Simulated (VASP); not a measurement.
Write the native input for VASP 6.6.1 that does the following.

```
Task                   : relaxation of cell and atoms
Functional             : PBEsol
Potentials or basis    : VASP PAW PBE potentials, release 64 (Ir)
Cutoff                 : 600 eV
k mesh                 : 18 × 18 × 18
Occupations            : gaussian, width 0.1 eV
Spin                   : no spin polarisation
Dipole correction      : no
Further INCAR settings : ALGO = Normal; EDIFF = 1e-06; IBRION = 2; EDIFFG = -0.002; NSW = 100; ISIF = 3
```

The structure of Ir lies in POSCAR:

```
Ir
1.0
    0.0000000000      1.9269646700      1.9269646700
    1.9269646700      0.0000000000      1.9269646700
    1.9269646700      1.9269646700      0.0000000000
Ir
1
Direct
    0.0000000000      0.0000000000      0.0000000000
```

These files were run (other wordings do the same):

INCAR

```
PREC = Accurate
ENCUT = 600
EDIFF = 1E-6
ISMEAR = 0
SIGMA = 0.1
LREAL = F
LASPH = T
NELM = 100
ALGO = Normal
ISIF = 3
LWAVE = F
LCHARG = F
GGA = PS
IBRION = 2
NSW = 100
EDIFFG = -0.002
```

KPOINTS

```
regular mesh
0
Gamma
  18 18 18
```

Potentials or basis: VASP PAW PBE potentials, release 64 (Ir).

The run is started by

```sh
$ cat potpaw_PBE.64/Ir/POTCAR > POTCAR
$ mpirun -np 1 vasp_std > vasp.out
```

It gave:

```yaml
Relaxed_volume: 14.09 Å³/atom
Relaxed_cell: a = 2.711 Å, b = 2.711 Å, c = 2.711 Å, α = 60.00°, β = 60.00°, γ = 60.00°
Space_group_after_relaxing_to_0.1_Å: Fm-3m (No. 225)
Energy_gained_by_relaxing: 4.2 meV/atom
Ionic_steps: 4
Pressure_after_relaxing: 0.0 GPa
Band_gap_on_the_k_mesh: zero (an odd number of electrons rules out a gap without spin polarisation)
```

Caveat: the PAW data sets were made with another functional, which shifts forces and pressure a little; spin-orbit coupling is left out, which moves the levels of the heavy elements.

Run time: 20 s on 1 thread of Intel(R) Xeon(R) 6975P-C (Granite Rapids), with other jobs on the host, peak memory 0.17 GiB.
